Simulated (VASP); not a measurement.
Write the native input for VASP 6.6.1 that does the following.

```yaml
Task: relaxation of cell and atoms
Functional: PBE
Potentials_or_basis: VASP PAW PBE potentials, release 64 (C)
Cutoff: 600 eV
k_mesh: 10 × 10 × 10
Occupations: gaussian, width 0.1 eV
Spin: no spin polarisation
Dipole_correction: no
Further_INCAR_settings: ALGO = Normal; EDIFF = 1e-06; IBRION = 2; EDIFFG = -0.04; NSW = 90; ISIF = 3
```

The structure of C lies in POSCAR:

```
C
1.0
   -1.2637042900      1.2637042900      4.3775999300
    1.2637042900     -1.2637042900      4.3775999300
    1.2637042900      1.2637042900     -4.3775999300
C
4
Direct
    0.0833333400      0.0833333400      0.0000000000
    0.8333333400      0.3333333400      0.5000000000
    0.9166666600      0.9166666600      0.0000000000
    0.6666666600      0.1666666600      0.5000000000
```

The cell was generated, and may not be a known phase.

The input as run:

INCAR

```
ALGO = Normal
EDIFF = 1E-6
EDIFFG = -0.04
ENCUT = 600
GGA = PE
IBRION = 2
ISIF = 3
ISMEAR = 0
LASPH = True
LCHARG = False
LREAL = False
LWAVE = False
NELM = 100
NSW = 90
PREC = Accurate
SIGMA = 0.1
```

KPOINTS

```
k-points
0
Gamma
  10 10 10
```

Potentials or basis: VASP PAW PBE potentials, release 64 (C).

Run with:

```bash
$ cat potpaw_PBE.64/C/POTCAR > POTCAR
$ mpirun -np 1 vasp_std > vasp.out
```

It gave:

```
Relaxed volume                        : 6.97 Å³/atom
Relaxed cell                          : a = 4.684 Å, b = 4.684 Å, c = 4.684 Å, α = 148.56°, β = 148.56°, γ = 45.06°
Space group after relaxing (to 0.1 Å) : I4_1/amd (No. 141)
Energy gained by relaxing             : 26.9 meV/atom
Ionic steps                           : 9
Pressure after relaxing               : 0.1 GPa
Largest force after relaxing          : 0.021 eV/Å
Band gap on the k mesh                : zero (bands 8 and 9 overlap by 4.65 eV)
```

Caveat: this functional lacks dispersion, which binds layers or chains, so the pressure and a relaxed spacing across them are unreliable.

Wall time 2.9 min on 1 thread of Intel(R) Xeon(R) 6975P-C (Granite Rapids) (shared host), peak memory 0.24 GiB.
